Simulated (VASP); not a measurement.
# Cs2AgBiBr6 (Fm-3m) in VASP: settings compared

The runs below take Cs2AgBiBr6 through single point, with PBE, r2SCAN.

Program: VASP 6.6.1. These are calculated values, not measurements. Logs are shortened: lines on timing, memory, paths and dates and some standing lists are left out, and cuts for length are marked.

## Step 1: The cell of the first run

The structure is cubic, space group Fm-3m (No. 225). Conventional cell: a = 11.709 Å, b = 11.709 Å, c = 11.709 Å, α = 90.00°, β = 90.00°, γ = 90.00°. Within 5.4 Å of Cs (site symmetry -43m) lie 12 Br at 4.14 Å and 4 Ag at 5.07 Å and 4 Bi at 5.07 Å. Within 3.8 Å of Ag (site symmetry m-3m) lie 6 Br at 2.91 Å. Within 3.9 Å of Bi (site symmetry m-3m) lie 6 Br at 2.94 Å. Within 3.8 Å of Br (site symmetry 4mm) lie 1 Ag at 2.91 Å and 1 Bi at 2.94 Å.

## Step 2: Single point, PBE (40.14 Å³/atom)

File INCAR:

```
ALGO = Normal
EDIFF = 1E-6
ENCUT = 520
GGA = PE
ISIF = 2
ISMEAR = 0
LASPH = T
LCHARG = T
LELF = T
LREAL = F
LVHAR = T
LWAVE = F
NBANDS = 54
NELM = 60
PREC = Accurate
SIGMA = 0.01
```

File KPOINTS:

```
k-points
0
Gamma
  4 4 4
```

File POSCAR:

```
Cs2AgBiBr6
1.0
    0.0000000000      5.8546274584      5.8546274584
    5.8546274584      0.0000000000      5.8546274584
    5.8546274584      5.8546274584      0.0000000000
Cs Ag Bi Br
2 1 1 6
Direct
    0.2500000000      0.2500000000      0.2500000000
    0.7500000000      0.7500000000      0.7500000000
    0.5000000000      0.5000000000      0.5000000000
    0.0000000000      0.0000000000      0.0000000000
    0.2513065120      0.7486934880      0.2513065120
    0.2513065120      0.7486934880      0.7486934880
    0.7486934880      0.2513065120      0.7486934880
    0.7486934880      0.2513065120      0.2513065120
    0.2513065120      0.2513065120      0.7486934880
    0.7486934880      0.7486934880      0.2513065120
```

Potentials or basis: VASP PAW PBE potentials, release 64 (Cs_sv, Ag, Bi_d, Br).

Launch:

```sh
cat potpaw_PBE.64/Cs_sv/POTCAR potpaw_PBE.64/Ag/POTCAR potpaw_PBE.64/Bi_d/POTCAR potpaw_PBE.64/Br/POTCAR > POTCAR
mpirun -np 1 vasp_std > vasp.out
```

OUTCAR:

```text
EDIFF = 1E-6
   ENCUT = 520
   GGA = PE
   ISIF = 2
   ISMEAR = 0
   LASPH = T
   LREAL = F
   NELM = 60
   PREC = Accurate

 ion  position               nearest neighbor table
   1  0.250  0.250  0.250-
   2  0.750  0.750  0.750-
   3  0.500  0.500  0.500-   5 2.91   6 2.91   7 2.91   8 2.91   9 2.91  10 2.91
   4  0.000  0.000  0.000-   5 2.94   6 2.94   7 2.94   8 2.94   9 2.94  10 2.94
   5  0.251  0.749  0.251-   3 2.91   4 2.94
   6  0.251  0.749  0.749-   3 2.91   4 2.94
   7  0.749  0.251  0.749-   3 2.91   4 2.94
   8  0.749  0.251  0.251-   3 2.91   4 2.94
   9  0.251  0.251  0.749-   3 2.91   4 2.94
  10  0.749  0.749  0.251-   3 2.91   4 2.94

  LATTYP: Found a face centered cubic cell.
 ALAT       =    11.7092549168

  Lattice vectors:

 A1 = (   0.0000000000,   5.8546274584,   5.8546274584)
 A2 = (   5.8546274584,   0.0000000000,   5.8546274584)
 A3 = (   5.8546274584,   5.8546274584,   0.0000000000)

Analysis of symmetry for initial positions (statically):
=====================================================================
 Subroutine PRICEL returns:
 Original cell was already a primitive cell.

 Routine SETGRP: Setting up the symmetry group for a
 face centered cubic supercell.

 Subroutine GETGRP returns: Found 48 space group operations
 (whereof 48 operations were pure point group operations)
 out of a pool of 48 trial point group operations.

The static configuration has the point symmetry O_h .

Analysis of symmetry for dynamics (positions and initial velocities):
=====================================================================
 Subroutine PRICEL returns:
 Original cell was already a primitive cell.

 Routine SETGRP: Setting up the symmetry group for a
 face centered cubic supercell.

 Subroutine GETGRP returns: Found 48 space group operations
 (whereof 48 operations were pure point group operations)
 out of a pool of 48 trial point group operations.

The dynamic configuration has the point symmetry O_h .

 Subroutine INISYM returns: Found 48 space group operations
 (whereof 48 operations are pure point group operations),
 and found     1 'primitive' translations

----------------------------------------------------------------------------------------

                                     Primitive cell

  volume of cell :     401.3542

  direct lattice vectors                    reciprocal lattice vectors
     0.000000000  5.854627458  5.854627458    -0.085402530  0.085402530  0.085402530
     5.854627458  0.000000000  5.854627458     0.085402530 -0.085402530  0.085402530
     5.854627458  5.854627458  0.000000000     0.085402530  0.085402530 -0.085402530

  length of vectors
     8.279693554  8.279693554  8.279693554     0.147921522  0.147921522  0.147921522

  position of ions in fractional coordinates (direct lattice)
     0.250000000  0.250000000  0.250000000
     0.750000000  0.750000000  0.750000000
     0.500000000  0.500000000  0.500000000
     0.000000000  0.000000000  0.000000000
     0.251306512  0.748693488  0.251306512
     0.251306512  0.748693488  0.748693488
     0.748693488  0.251306512  0.748693488
     0.748693488  0.251306512  0.251306512
     0.251306512  0.251306512  0.748693488
     0.748693488  0.748693488  0.251306512

  ion indices of the primitive-cell ions
   primitive index   ion index
                 1           1
                 2           2
                 3           3
                 4           4
                 5           5
                 6           6
                 7           7
                 8           8
                 9           9
                10          10

----------------------------------------------------------------------------------------

 KPOINTS: k-points

Automatic generation of k-mesh.
 Grid dimensions read from file:
 generate k-points for:    4    4    4

 Generating k-lattice:

  Cartesian coordinates                     Fractional coordinates (reciprocal lattice)
    -0.021350633  0.021350633  0.021350633     0.250000000  0.000000000  0.000000000
     0.021350633 -0.021350633  0.021350633     0.000000000  0.250000000  0.000000000
     0.021350633  0.021350633 -0.021350633     0.000000000  0.000000000  0.250000000

  Length of vectors
     0.036980380  0.036980380  0.036980380

  Shift w.r.t. Gamma in fractional coordinates (k-lattice)
     0.000000000  0.000000000  0.000000000

 Subroutine IBZKPT returns following result:
 ===========================================

 Found      8 irreducible k-points:

 Following reciprocal coordinates:
            Coordinates               Weight
  0.000000  0.000000  0.000000      1.000000
  0.250000  0.000000  0.000000      8.000000
  0.500000  0.000000  0.000000      4.000000
  0.250000  0.250000  0.000000      6.000000
  0.500000  0.250000  0.000000     24.000000
 -0.250000  0.250000  0.000000     12.000000
  0.500000  0.500000  0.000000      3.000000
 -0.250000  0.500000  0.250000      6.000000
   k-points           NKPTS =      8   k-points in BZ     NKDIM =      8   number of bands    NBANDS=     54
   number of dos      NEDOS =    301   number of ions     NIONS =     10
   total plane-waves  NPLWV = 262144
   dimension x,y,z NGX =    64 NGY =   64 NGZ =   64
   dimension x,y,z NGXF=   128 NGYF=  128 NGZF=  128
   ions per type =               2   1   1   6
   NGX,Y,Z   is equivalent  to a cutoff of  12.85, 12.85, 12.85 a.u.
   NGXF,Y,Z  is equivalent  to a cutoff of  25.70, 25.70, 25.70 a.u.
 SYSTEM =  unknown system
   PREC   = accura    normal or accurate (medium, high low for compatibility)
   ISTART =      0    job   : 0-new  1-cont  2-samecut
   ICHARG =      2    charge: 1-file 2-atom 10-const
   ISPIN  =      1    spin polarized calculation?
   LNONCOLLINEAR =      F non collinear calculations
   LSORBIT =      F    spin-orbit coupling
   LASPH  =      T    aspherical Exc in radial PAW
   ENCUT  =  520.0 eV  38.22 Ry    6.18 a.u.  15.39 15.39 15.39*2*pi/ulx,y,z
   NELM   =     60;   NELMIN=  2; NELMDL= -5     # of ELM steps
   EDIFF  = 0.1E-05   stopping-criterion for ELM
   LREAL  =      F    real-space projection
   EDIFFG = 0.1E-04   stopping-criterion for IOM
   NSW    =      0    number of steps for IOM
   IBRION =     -1    ionic relax: 0-MD 1-quasi-New 2-CG
   NFREE  =      0    steps in history (QN), initial steepest desc. (CG)
   ISIF   =      2    stress and relaxation
   ISYM   =      2    0-nonsym 1-usesym 2-fastsym
   POTIM  = 0.5000    time-step for ionic-motion
   TEBEG  =    0.0;   TEEND  =   0.0 temperature during run
   PSTRESS=    0.0 pullay stress
   NELECT =      86.0000    total number of electrons
   NUPDOWN=      -1.0000    fix difference up-down
   EMIN   =  10.00;   EMAX   =-10.00  energy-range for DOS
   EFERMI =   0.00;   METHOD = LEGACY
   ISMEAR =     0;   SIGMA  =   0.01  broadening in eV -4-tet -1-fermi 0-gaus
   EFERMI_NEDOS =   21; number of points for ismear=-14 and -15
   IALGO  =     38    algorithm
   IMIX   =      4    mixing-type and parameters
     AMIX     =   0.40;   BMIX     =  1.00
     AMIX_MAG =   1.60;   BMIX_MAG =  1.00
  volume/ion in A,a.u.               =      40.14       270.85
  Fermi-wavevector in a.u.,A,eV,Ry     =   0.979637  1.851245 13.057349  0.959688
  Thomas-Fermi vector in A             =   2.110505
   LORBIT       =      0    0 simple, 1 ext, 2 COOP (PROOUT), +10 PAW based schemes
   GGA     = PE    functional components
   LHFCALC =     F    Hartree Fock is set to
   AEXX    =    0.0000 exact exchange contribution
   IVDW    =     0    specifies the selected vdW correction
   LEPSILON=     F    determine dielectric tensor
   LRPA    =     F    only Hartree local field effects (RPA)
 non-spin polarized calculation
 Gauss-broadening in eV      SIGMA  =   0.01
  energy-cutoff  :      520.00
  volume of cell :      401.35
 maximum number of plane-waves:     10850
 NGX is ok and might be reduce to    64
   NGX = 31   NGY = 31   NGZ = 31

 number of electron      85.9999991 magnetization

 Free energy of the ion-electron system (eV)
  ---------------------------------------------------
  ext. energy  EPLUGINS =         0.00000000
  ---------------------------------------------------
  free energy    TOTEN  =       -29.52521042 eV

  energy without entropy =      -29.52521042  energy(sigma->0) =      -29.52521042

 E-fermi :   0.2707     XC(G=0):  -7.6276

 val. band max:        0.2129106504   @ k =   0.5000   0.5000   0.0000
 cond. band min:       1.5938453142   @ k =   0.5000   0.0000   0.0000
 fundamental gap:      1.3809346638
 Fermi energy:         0.2706523906

 k-point     1 :       0.0000    0.0000    0.0000
  band No.  band energies     occupation
      1     -22.7317      2.00000
      2     -22.7317      2.00000
      3     -22.7198      2.00000
      4     -22.7198      2.00000
      5     -22.7198      2.00000
      6     -20.2965      2.00000
[... 46 lines left out ...]
     53       6.0886      0.00000
     54       6.0904      0.00000

 k-point     2 :       0.2500    0.0000    0.0000
  band No.  band energies     occupation
      1     -22.7317      2.00000
      2     -22.7317      2.00000
      3     -22.7198      2.00000
      4     -22.7198      2.00000
      5     -22.7198      2.00000
      6     -20.2960      2.00000
[... 46 lines left out ...]
     53       6.2497      0.00000
     54       6.2948      0.00000

 k-point     3 :       0.5000    0.0000    0.0000
  band No.  band energies     occupation
      1     -22.7317      2.00000
      2     -22.7317      2.00000
      3     -22.7198      2.00000
      4     -22.7198      2.00000
      5     -22.7198      2.00000
      6     -20.2949      2.00000
[... 46 lines left out ...]
     53       6.2094      0.00000
     54       6.8072      0.00000

 k-point     4 :       0.2500    0.2500    0.0000
  band No.  band energies     occupation
      1     -22.7318      2.00000
      2     -22.7317      2.00000
      3     -22.7198      2.00000
      4     -22.7198      2.00000
      5     -22.7198      2.00000
      6     -20.2960      2.00000
[... 46 lines left out ...]
     53       6.2797      0.00000
     54       6.3795      0.00000

 k-point     5 :       0.5000    0.2500    0.0000
  band No.  band energies     occupation
      1     -22.7317      2.00000
      2     -22.7317      2.00000
      3     -22.7198      2.00000
      4     -22.7198      2.00000
      5     -22.7198      2.00000
      6     -20.2953      2.00000
[... 46 lines left out ...]
     53       6.5905      0.00000
     54       6.6843      0.00000

 k-point     6 :      -0.2500    0.2500    0.0000
  band No.  band energies     occupation
      1     -22.7317      2.00000
      2     -22.7317      2.00000
      3     -22.7198      2.00000
      4     -22.7198      2.00000
      5     -22.7198      2.00000
      6     -20.2954      2.00000
[... 46 lines left out ...]
     53       6.5706      0.00000
     54       6.6373      0.00000

 k-point     7 :       0.5000    0.5000    0.0000
  band No.  band energies     occupation
      1     -22.7317      2.00000
      2     -22.7317      2.00000
      3     -22.7198      2.00000
      4     -22.7198      2.00000
      5     -22.7198      2.00000
      6     -20.2954      2.00000
[... 46 lines left out ...]
     53       6.7762      0.00000
     54       6.8787      0.00000

 k-point     8 :      -0.2500    0.5000    0.2500
  band No.  band energies     occupation
      1     -22.7317      2.00000
      2     -22.7317      2.00000
      3     -22.7198      2.00000
      4     -22.7198      2.00000
      5     -22.7198      2.00000
      6     -20.2949      2.00000
[... 46 lines left out ...]
     53       6.5461      0.00000
     54       6.8737      0.00000

------------------------ aborting loop because EDIFF is reached ----------------------------------------

  FORCE on cell =-STRESS in cart. coord.  units (eV):
  Direction    XX          YY          ZZ          XY          YZ          ZX
  --------------------------------------------------------------------------------------
  -------------------------------------------------------------------------------------
  Total       -3.0328628     -3.0328628     -3.0328628     -0.0000000      0.0000000     -0.0000000
  in kB      -12.1069725    -12.1069725    -12.1069725     -0.0000000      0.0000000     -0.0000000
  external PRESSURE =     -12.1069725 kB  Pullay stress =       0.0000000 kB

 VOLUME and BASIS-vectors are now :
 -----------------------------------------------------------------------------
  energy-cutoff  :      520.00
  volume of cell :      401.35
      direct lattice vectors                 reciprocal lattice vectors
     0.000000000  5.854627458  5.854627458    -0.085402530  0.085402530  0.085402530
     5.854627458  0.000000000  5.854627458     0.085402530 -0.085402530  0.085402530
     5.854627458  5.854627458  0.000000000     0.085402530  0.085402530 -0.085402530

 POSITION                                       TOTAL-FORCE (eV/Angst)
 -----------------------------------------------------------------------------------
      2.92731      2.92731      2.92731        -0.000000     -0.000000      0.000000
      8.78194      8.78194      8.78194        -0.000000     -0.000000     -0.000000
      5.85463      5.85463      5.85463        -0.000000     -0.000000      0.000000
      0.00000      0.00000      0.00000        -0.000000     -0.000000      0.000000
      5.85463      2.94261      5.85463        -0.000000     -0.156120      0.000000
      8.76664      5.85463      5.85463         0.156120     -0.000000      0.000000
      5.85463      8.76664      5.85463        -0.000000      0.156120      0.000000
      2.94261      5.85463      5.85463        -0.156120     -0.000000      0.000000
      5.85463      5.85463      2.94261        -0.000000     -0.000000     -0.156120
      5.85463      5.85463      8.76664        -0.000000     -0.000000      0.156120
 -----------------------------------------------------------------------------------
    total drift:                               -0.000000     -0.000000      0.000000

  FREE ENERGIE OF THE ION-ELECTRON SYSTEM (eV)
  ---------------------------------------------------
  free  energy   TOTEN  =       -29.5252104194 eV

  energy  without entropy=      -29.5252104194  energy(sigma->0) =      -29.52521042
```

It took 2.8 min on 1 thread of AMD EPYC 9R45 (Zen 5), shared host; peak memory 0.64 GiB.

Results:

```yaml
Free_energy: -29.5252 eV
Pressure: -1.2 GPa
Largest_force: 0.156 eV/Å
Band_gap_on_the_k_mesh: 1.38 eV (least direct gap 2.25 eV)
```

Forces on the atoms (eV/Å):
```
Cs   0.000  0.000  0.000
Cs   0.000  0.000  0.000
Ag   0.000  0.000  0.000
Bi   0.000  0.000  0.000
Br   0.000 -0.156  0.000
Br   0.156  0.000  0.000
Br   0.000  0.156  0.000
Br  -0.156  0.000  0.000
Br   0.000  0.000 -0.156
Br   0.000  0.000  0.156
```

Levels at points of the mesh, in eV from the valence-band top:
```
           k point  band 40  band 41  band 42  band 43  band 44  band 45  band 46  band 47
(0.00, 0.00, 0.00)    -0.77    -0.77    -0.46    -0.46     2.36     2.36     2.36     3.76
(0.50, 0.00, 0.00)    -1.03    -1.02    -0.87    -0.87     1.38     3.41     3.41     5.14
(0.50, 0.50, 0.00)    -1.11    -0.79    -0.47     0.00     2.73     2.73     3.00     4.17
```

Caveat: spin-orbit coupling is left out, which moves the levels of the heavy elements. A k mesh can miss the band edges.

(Continued in part 2 of 2.)
